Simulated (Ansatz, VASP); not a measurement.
## One calculation of Al3Cu, two programs

```
Al Cu
1.0
     2.77378    0.00000    0.00000
     0.00000    2.77378    0.00000
     0.00000    0.00000    7.59186
Al Cu
3 1
Direct
  0.00000 0.00000 0.50000
  0.50000 0.50000 0.22264
  0.50000 0.50000 0.77736
  0.00000 0.00000 0.00439
```

Alike in both runs: task single point; functional r2SCAN; k mesh 18 × 18 × 6; occupations gaussian, width 0.15 eV; no spin polarisation.

|  | VASP | Ansatz |
| --- | --- | --- |
| version | VASP 6.6.1 | Ansatz 0.2.0 |
| potentials or method | VASP PAW PBE potentials, release 64 (Al, Cu), cutoff 520 eV | scalar-relativistic, plane waves, PAW |
| valence electrons in the cell | 20 | 28 |

```tsv
	VASP	Ansatz	Ansatz less VASP
gap on the k mesh at the Fermi level (eV)	none	none	-
pressure (GPa)	-0.2	0.0	+0.18
rms of the force components (eV/Å)	0.077	0.075	-0.0022
```

VASP's potentials were made for PBE, not for r2SCAN. Atom by atom the forces differ by 0.007 eV/Å (rms over components). A gap of «none» marks a metal or a gap that the smearing closes. VASP's potentials hold 20 valence electrons a cell and Ansatz's 28, so a difference there can come from the potentials and not from the codes.
